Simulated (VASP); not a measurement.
# SbSe3N (P4mm) in VASP: single point with PBE

Aim: the single point of SbSe3N with PBE.

Program: VASP 6.6.1. These are calculated values, not measurements. Logs are shortened: lines on timing, memory, paths and dates and some standing lists are left out, and cuts for length are marked.

### 1 The cell of the first run

It takes space group P4mm (No. 99, tetragonal). Conventional cell: a = 4.548 Å, b = 4.548 Å, c = 5.754 Å, α = 90.00°, β = 90.00°, γ = 90.00°. Sb (site symmetry 4mm) has 12 Se at 3.27 to 3.67 Å and 4 N at 3.76 Å within 4.3 Å. Within 3.4 Å of Se (site symmetry 4mm) lie 2 N at 2.55 to 3.20 Å and 4 Se at 3.21 Å and 4 Sb at 3.27 Å. Se (site symmetry 2mm) has 2 N at 2.46 Å and 6 Se at 3.21 to 3.22 Å within 3.3 Å. N (site symmetry 4mm) has 6 Se at 2.46 to 3.20 Å within 3.3 Å.

The cell was built from a structure type or drawn by symmetry, and may not be a known phase.

### 2 Single point, PBE

File INCAR:

```
SYSTEM = SbSe3N
  ALGO = Normal
  EDIFF = 1E-6
  ENCUT = 520
  GGA = PE
  ISIF = 2
  ISMEAR = 0
  LASPH = .True.
  LCHARG = .True.
  LELF = .True.
  LREAL = .False.
  LVHAR = .True.
  LWAVE = .False.
  NBANDS = 22
  NELM = 60
  PREC = Accurate
  SIGMA = 0.1
```

File KPOINTS:

```
k-points
0
Gamma
  4 4 4
  0 0 0
```

File POSCAR:

```
SbSe3N
1.0
    4.5476598400      0.0000000000      0.0000000000
    0.0000000000      4.5476598400      0.0000000000
    0.0000000000      0.0000000000      5.7544029000
Sb Se N
1 3 1
Direct
    0.0000000000      0.0000000000      0.0000000000
    0.5000000000      0.5000000000      0.1059000000
    0.0000000000      0.5000000000      0.5000000000
    0.5000000000      0.0000000000      0.5000000000
    0.5000000000      0.5000000000      0.6620000000
```

Potentials or basis: VASP PAW PBE potentials, release 64 (Sb, Se, N).

Started as:

```
$ cat potpaw_PBE.64/Sb/POTCAR potpaw_PBE.64/Se/POTCAR potpaw_PBE.64/N/POTCAR > POTCAR
$ mpirun -np 1 vasp_std > vasp.out
```

OUTCAR:

```text
SYSTEM = SbSe3N
   EDIFF = 1E-6
   ENCUT = 520
   GGA = PE
   ISIF = 2
   ISMEAR = 0
   LASPH = .True.
   LREAL = .False.
   NELM = 60
   PREC = Accurate

 ion  position               nearest neighbor table
   1  0.000  0.000  0.000-   2 3.27   2 3.27   2 3.27   2 3.27
   2  0.500  0.500  0.106-   1 3.27   1 3.27   1 3.27   1 3.27
   3  0.000  0.500  0.500-
   4  0.500  0.000  0.500-
   5  0.500  0.500  0.662-

  LATTYP: Found a simple tetragonal cell.
 ALAT       =     4.5476598400
 C/A-ratio  =     1.2653547324

  Lattice vectors:

 A1 = (   4.5476598400,   0.0000000000,   0.0000000000)
 A2 = (   0.0000000000,   4.5476598400,   0.0000000000)
 A3 = (   0.0000000000,   0.0000000000,   5.7544029000)

Analysis of symmetry for initial positions (statically):
=====================================================================
 Subroutine PRICEL returns:
 Original cell was already a primitive cell.

 Routine SETGRP: Setting up the symmetry group for a
 simple tetragonal supercell.

 Subroutine GETGRP returns: Found  8 space group operations
 (whereof  8 operations were pure point group operations)
 out of a pool of 16 trial point group operations.

The static configuration has the point symmetry C_4v.

Analysis of symmetry for dynamics (positions and initial velocities):
=====================================================================
 Subroutine PRICEL returns:
 Original cell was already a primitive cell.

 Routine SETGRP: Setting up the symmetry group for a
 simple tetragonal supercell.

 Subroutine GETGRP returns: Found  8 space group operations
 (whereof  8 operations were pure point group operations)
 out of a pool of 16 trial point group operations.

The dynamic configuration has the point symmetry C_4v.

 Subroutine INISYM returns: Found  8 space group operations
 (whereof  8 operations are pure point group operations),
 and found     1 'primitive' translations

----------------------------------------------------------------------------------------

                                     Primitive cell

  volume of cell :     119.0080

  direct lattice vectors                    reciprocal lattice vectors
     4.547659840  0.000000000  0.000000000     0.219893316  0.000000000  0.000000000
     0.000000000  4.547659840  0.000000000     0.000000000  0.219893316  0.000000000
     0.000000000  0.000000000  5.754402900     0.000000000  0.000000000  0.173779976

  length of vectors
     4.547659840  4.547659840  5.754402900     0.219893316  0.219893316  0.173779976

  position of ions in fractional coordinates (direct lattice)
     0.000000000  0.000000000  0.000000000
     0.500000000  0.500000000  0.105900000
     0.000000000  0.500000000  0.500000000
     0.500000000  0.000000000  0.500000000
     0.500000000  0.500000000  0.662000000

  ion indices of the primitive-cell ions
   primitive index   ion index
                 1           1
                 2           2
                 3           3
                 4           4
                 5           5

----------------------------------------------------------------------------------------

 KPOINTS: k-points

Automatic generation of k-mesh.
 Grid dimensions read from file:
 generate k-points for:    4    4    4

 Generating k-lattice:

  Cartesian coordinates                     Fractional coordinates (reciprocal lattice)
     0.054973329  0.000000000  0.000000000     0.250000000  0.000000000  0.000000000
     0.000000000  0.054973329  0.000000000     0.000000000  0.250000000  0.000000000
     0.000000000  0.000000000  0.043444994     0.000000000  0.000000000  0.250000000

  Length of vectors
     0.054973329  0.054973329  0.043444994

  Shift w.r.t. Gamma in fractional coordinates (k-lattice)
     0.000000000  0.000000000  0.000000000

 Subroutine IBZKPT returns following result:
 ===========================================

 Found     18 irreducible k-points:

 Following reciprocal coordinates:
            Coordinates               Weight
  0.000000  0.000000  0.000000      1.000000
  0.250000  0.000000  0.000000      4.000000
  0.500000  0.000000  0.000000      2.000000
  0.250000  0.250000  0.000000      4.000000
  0.500000  0.250000  0.000000      4.000000
  0.500000  0.500000  0.000000      1.000000
[... 10 lines left out ...]
  0.500000  0.250000  0.500000      4.000000
  0.500000  0.500000  0.500000      1.000000
   k-points           NKPTS =     18   k-points in BZ     NKDIM =     18   number of bands    NBANDS=     22
   number of dos      NEDOS =    301   number of ions     NIONS =      5
   total plane-waves  NPLWV =  62208
   dimension x,y,z NGX =    36 NGY =   36 NGZ =   48
   dimension x,y,z NGXF=    72 NGYF=   72 NGZF=   96
   ions per type =               1   3   1
   NGX,Y,Z   is equivalent  to a cutoff of  13.16, 13.16, 13.87 a.u.
   NGXF,Y,Z  is equivalent  to a cutoff of  26.32, 26.32, 27.73 a.u.
 SYSTEM =  SbSe3N
   PREC   = accura    normal or accurate (medium, high low for compatibility)
   ISTART =      0    job   : 0-new  1-cont  2-samecut
   ICHARG =      2    charge: 1-file 2-atom 10-const
   ISPIN  =      1    spin polarized calculation?
   LNONCOLLINEAR =      F non collinear calculations
   LSORBIT =      F    spin-orbit coupling
   LASPH  =      T    aspherical Exc in radial PAW
   ENCUT  =  520.0 eV  38.22 Ry    6.18 a.u.   8.46  8.46 10.70*2*pi/ulx,y,z
   NELM   =     60;   NELMIN=  2; NELMDL= -5     # of ELM steps
   EDIFF  = 0.1E-05   stopping-criterion for ELM
   LREAL  =      F    real-space projection
   EDIFFG = 0.1E-04   stopping-criterion for IOM
   NSW    =      0    number of steps for IOM
   IBRION =     -1    ionic relax: 0-MD 1-quasi-New 2-CG
   NFREE  =      0    steps in history (QN), initial steepest desc. (CG)
   ISIF   =      2    stress and relaxation
   ISYM   =      2    0-nonsym 1-usesym 2-fastsym
   POTIM  = 0.5000    time-step for ionic-motion
   TEBEG  =    0.0;   TEEND  =   0.0 temperature during run
   PSTRESS=    0.0 pullay stress
   NELECT =      28.0000    total number of electrons
   NUPDOWN=      -1.0000    fix difference up-down
   EMIN   =  10.00;   EMAX   =-10.00  energy-range for DOS
   EFERMI =   0.00;   METHOD = LEGACY
   ISMEAR =     0;   SIGMA  =   0.10  broadening in eV -4-tet -1-fermi 0-gaus
   EFERMI_NEDOS =   21; number of points for ismear=-14 and -15
   IALGO  =     38    algorithm
   IMIX   =      4    mixing-type and parameters
     AMIX     =   0.40;   BMIX     =  1.00
     AMIX_MAG =   1.60;   BMIX_MAG =  1.00
  volume/ion in A,a.u.               =      23.80       160.62
  Fermi-wavevector in a.u.,A,eV,Ry     =   1.010653  1.909857 13.897258  1.021420
  Thomas-Fermi vector in A             =   2.143655
   LORBIT       =      0    0 simple, 1 ext, 2 COOP (PROOUT), +10 PAW based schemes
   GGA     = PE    functional components
   LHFCALC =     F    Hartree Fock is set to
   AEXX    =    0.0000 exact exchange contribution
   IVDW    =     0    specifies the selected vdW correction
   LEPSILON=     F    determine dielectric tensor
   LRPA    =     F    only Hartree local field effects (RPA)
 non-spin polarized calculation
 Gauss-broadening in eV      SIGMA  =   0.10
  energy-cutoff  :      520.00
  volume of cell :      119.01
 maximum number of plane-waves:      3217
 NGX is ok and might be reduce to    36
   NGX = 17   NGY = 17   NGZ = 21

 number of electron      27.9999998 magnetization

 Free energy of the ion-electron system (eV)
  ---------------------------------------------------
  ext. energy  EPLUGINS =         0.00000000
  ---------------------------------------------------
  free energy    TOTEN  =       -17.37567637 eV

  energy without entropy =      -17.34890366  energy(sigma->0) =      -17.36229002

 E-fermi :   4.0798     XC(G=0):  -9.5722

 val. band max:        4.0733618595   @ k =   0.2500   0.2500   0.0000
 cond. band min:       4.0841620422   @ k =   0.5000   0.5000   0.2500
 fundamental gap:      0.0108001826
 Fermi energy:         4.0797635699

 k-point     1 :       0.0000    0.0000    0.0000
  band No.  band energies     occupation
      1     -11.3253      2.00000
      2      -8.5401      2.00000
      3      -7.6530      2.00000
      4      -7.3970      2.00000
      5      -4.4557      2.00000
      6      -1.2173      2.00000
[... 14 lines left out ...]
     21       8.3143      0.00000
     22       9.3901      0.00000

 k-point     2 :       0.2500    0.0000    0.0000
  band No.  band energies     occupation
      1     -11.0617      2.00000
      2      -8.4324      2.00000
      3      -8.2182      2.00000
      4      -7.4342      2.00000
      5      -4.7161      2.00000
      6      -0.9608      2.00000
[... 14 lines left out ...]
     21       9.6219      0.00000
     22      10.7693      0.00000

 k-point     3 :       0.5000    0.0000    0.0000
  band No.  band energies     occupation
      1     -10.6649      2.00000
      2      -8.9518      2.00000
      3      -8.2923      2.00000
      4      -7.3960      2.00000
      5      -4.9487      2.00000
      6      -0.6317      2.00000
[... 14 lines left out ...]
     21      11.0974      0.00000
     22      11.5793      0.00000

 k-point     4 :       0.2500    0.2500    0.0000
  band No.  band energies     occupation
      1     -10.7955      2.00000
      2      -8.3576      2.00000
      3      -8.2930      2.00000
      4      -7.8846      2.00000
      5      -4.8053      2.00000
      6      -1.3061      2.00000
[... 14 lines left out ...]
     21      10.8202      0.00000
     22      10.9256      0.00000

 k-point     5 :       0.5000    0.2500    0.0000
  band No.  band energies     occupation
      1     -10.3842      2.00000
      2      -8.8698      2.00000
      3      -8.2774      2.00000
      4      -7.9286      2.00000
      5      -4.8907      2.00000
      6      -1.2767      2.00000
[... 14 lines left out ...]
     21      11.6402      0.00000
     22      12.6267      0.00000

 k-point     6 :       0.5000    0.5000    0.0000
  band No.  band energies     occupation
      1      -9.9095      2.00000
      2      -8.7824      2.00000
      3      -8.7824      2.00000
      4      -8.0998      2.00000
      5      -4.8428      2.00000
      6      -1.1844      2.00000
[... 14 lines left out ...]
     21      12.8662      0.00000
     22      12.8662      0.00000

 k-point     7 :       0.0000    0.0000    0.2500
  band No.  band energies     occupation
      1     -11.2253      2.00000
      2      -8.9622      2.00000
      3      -7.6502      2.00000
      4      -7.0803      2.00000
      5      -4.4703      2.00000
      6      -1.1050      2.00000
[... 174 lines left out ...]
      6      -0.7393      2.00000
[... 14 lines left out ...]
     21      10.2494      0.00000
     22      11.4502      0.00000

 k-point    15 :       0.5000    0.0000    0.5000
  band No.  band energies     occupation
      1     -10.4319      2.00000
      2      -8.9784      2.00000
      3      -8.8884      2.00000
      4      -7.0231      2.00000
      5      -5.2199      2.00000
      6      -0.4394      2.00000
[... 14 lines left out ...]
     21      10.8907      0.00000
     22      11.1038      0.00000

 k-point    16 :       0.2500    0.2500    0.5000
  band No.  band energies     occupation
      1     -10.5680      2.00000
      2      -9.0672      2.00000
      3      -8.2755      2.00000
      4      -7.4926      2.00000
      5      -4.9075      2.00000
      6      -0.5377      2.00000
[... 14 lines left out ...]
     21      11.0980      0.00000
     22      11.5087      0.00000

 k-point    17 :       0.5000    0.2500    0.5000
  band No.  band energies     occupation
      1     -10.1425      2.00000
      2      -8.9018      2.00000
      3      -8.8249      2.00000
      4      -7.6943      2.00000
      5      -4.9947      2.00000
      6      -0.4128      2.00000
[... 14 lines left out ...]
     21      10.7990      0.00000
     22      11.0009      0.00000

 k-point    18 :       0.5000    0.5000    0.5000
  band No.  band energies     occupation
      1      -9.6463      2.00000
      2      -8.7585      2.00000
      3      -8.7585      2.00000
      4      -8.5768      2.00000
      5      -4.7109      2.00000
      6      -1.0541      2.00000
[... 14 lines left out ...]
     21      10.5204      0.00000
     22      10.9023      0.00000

------------------------ aborting loop because EDIFF is reached ----------------------------------------

  FORCE on cell =-STRESS in cart. coord.  units (eV):
  Direction    XX          YY          ZZ          XY          YZ          ZX
  --------------------------------------------------------------------------------------
  -------------------------------------------------------------------------------------
  Total       -8.2909765     -8.2909765     -5.5400472      0.0000000      0.0000000     -0.0000000
  in kB     -111.6194954   -111.6194954    -74.5843717      0.0000000      0.0000000     -0.0000000
  external PRESSURE =     -99.2744541 kB  Pullay stress =       0.0000000 kB

 VOLUME and BASIS-vectors are now :
 -----------------------------------------------------------------------------
  energy-cutoff  :      520.00
  volume of cell :      119.01
      direct lattice vectors                 reciprocal lattice vectors
     4.547659840  0.000000000  0.000000000     0.219893316  0.000000000  0.000000000
     0.000000000  4.547659840  0.000000000     0.000000000  0.219893316  0.000000000
     0.000000000  0.000000000  5.754402900     0.000000000  0.000000000  0.173779976

 POSITION                                       TOTAL-FORCE (eV/Angst)
 -----------------------------------------------------------------------------------
      0.00000      0.00000      0.00000         0.000000      0.000000     -0.096706
      2.27383      2.27383      0.60939         0.000000     -0.000000     -1.727550
      0.00000      2.27383      2.87720         0.000000      0.000000      1.240266
      2.27383      0.00000      2.87720         0.000000      0.000000      1.240266
      2.27383      2.27383      3.80941         0.000000     -0.000000     -0.656275
 -----------------------------------------------------------------------------------
    total drift:                                0.000000      0.000000     -0.001414

  FREE ENERGIE OF THE ION-ELECTRON SYSTEM (eV)
  ---------------------------------------------------
  free  energy   TOTEN  =       -17.3756763714 eV

  energy  without entropy=      -17.3489036634  energy(sigma->0) =      -17.36229002
```

It took 46 s on 1 thread of Intel Xeon Platinum 8259CL at 2.50GHz (Skylake/Cascade Lake), shared host; peak memory 0.25 GiB.

What came out:

| Property | Result |
| --- | --- |
| Free energy | -17.3757 eV |
| Pressure | -9.9 GPa |
| Largest force | 1.728 eV/Å |
| Band gap on the k mesh | zero (bands 14 and 15 overlap by 1.12 eV) |

Forces in eV/Å, atoms in the order of the input:
```
Sb   0.000  0.000 -0.097
Se   0.000  0.000 -1.728
Se   0.000  0.000  1.240
Se   0.000  0.000  1.240
N    0.000  0.000 -0.656
```

Levels at points of the mesh, in eV from the Fermi level:
```csv
k point,band 10,band 11,band 12,band 13,band 14,band 15,band 16,band 17,band 18,band 19
"(0.00, 0.00, 0.00)",-2.43,-2.11,-1.14,-0.82,-0.82,1.04,1.15,1.15,1.82,2.80
"(0.50, 0.00, 0.00)",-1.94,-1.67,-1.65,-1.47,-0.88,0.20,0.41,0.55,1.33,1.45
"(0.50, 0.50, 0.00)",-3.17,-3.17,-0.91,0.11,0.32,0.32,0.80,1.16,1.25,2.75
"(0.00, 0.00, 0.50)",-3.12,-2.29,-1.39,-0.70,-0.70,-0.11,0.49,1.68,1.68,2.64
"(0.50, 0.00, 0.50)",-2.76,-2.23,-2.13,-1.94,-0.85,-0.30,0.42,0.86,1.04,1.97
"(0.50, 0.50, 0.50)",-2.37,-1.62,-1.62,0.64,0.64,0.81,0.97,1.25,1.81,2.19
```

Caveat: the cell stands under tension; spin-orbit coupling is left out, which moves the levels of the heavy elements; forces of over 1 eV/Å act on the atoms, so gaps and moduli don't describe the material at rest.
